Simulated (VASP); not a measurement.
Set up this calculation in VASP 6.6.1, as the native input.

| Quantity | Value |
| --- | --- |
| Task | single point |
| Functional | PBE |
| Potentials or basis | VASP PAW PBE potentials, release 64 (Mn_pv, O) |
| Cutoff | 520 eV |
| k mesh | 10 × 10 × 6 |
| Occupations | gaussian, width 0.05 eV |
| Spin | collinear spin, ferrimagnetic start |
| Starting moments | [3.15, -0.15, -0.15] μB |
| Hubbard terms | Mn d U = 3.9 eV |
| Dipole correction | no |
| Further INCAR settings | ALGO = Normal; EDIFF = 1e-06; NBANDS = 24 |

The structure of MnO2 lies in POSCAR:

```
MnO2
1.0
    2.9205819421      0.0000000000      0.0000000000
   -1.4602909711      2.5292981557      0.0000000000
    0.0000000000      0.0000000000      5.6160788658
Mn O
1 2
Direct
    0.0000000000      0.0000000000      0.0000000000
    0.3333333333      0.6666666667      0.1694876438
    0.6666666667      0.3333333333      0.8305123562
```

This cell differs from its parent crystal: volume scaled by 1.020.

One way to write it, as run:

INCAR

```
SYSTEM = MnO2
ALGO     = Normal         ! electronic algorithm
EDIFF    = 1E-6           ! SCF threshold, eV
ENCUT    = 520            ! plane-wave cutoff, eV
GGA      = PE             ! functional
ISIF     = 2              ! what is computed and relaxed
ISMEAR   = 0              ! smearing method
ISPIN    = 2              ! spin polarisation
LASPH    = .TRUE.         ! aspherical terms in the spheres
LCHARG   = .FALSE.        ! write CHGCAR
LDAU     = .TRUE.         ! DFT+U
LDAUJ    = 0 0          
LDAUL    = 2 -1           ! shell
LDAUPRINT= 1            
LDAUTYPE = 2            
LDAUU    = 3.9 0          ! U, eV
LMAXMIX  = 4              ! l up to which the mixer works
LORBIT   = 11             ! projections on sites
LREAL    = .FALSE.        ! projectors in reciprocal space
LWAVE    = .FALSE.        ! write WAVECAR
MAGMOM   = 3.15 -0.15 -0.15 ! initial moments
NBANDS   = 24             ! bands
NELM     = 150            ! most SCF steps
PREC     = Accurate       ! precision mode
SIGMA    = 0.05           ! smearing width, eV
```

KPOINTS

```
k-points
0
G
  10 10 6
  0 0 0
```

Potentials or basis: VASP PAW PBE potentials, release 64 (Mn_pv, O).

Command:

```sh
$ cat potpaw_PBE.64/Mn_pv/POTCAR potpaw_PBE.64/O/POTCAR > POTCAR
$ mpirun -np 1 vasp_std > vasp.out
```

Results of the run:

The pressure is 0.4 GPa. The largest force is 0.087 eV/Å, the band gap on the k mesh is 1.87 eV, indirect (least direct gap 2.04 eV) and the net moment is 3.00 μB per cell. The site moments are Mn +3.24; O -0.13 μB. The valence electrons inside the program's atomic spheres are Mn 11.59; O 4.98.

Caveat: a cell with one magnetic atom can't hold antiferromagnetic order, which such compounds often take.

Run time: 4.7 min on 1 thread of AMD EPYC 7571 (shared host), peak memory 0.21 GiB.
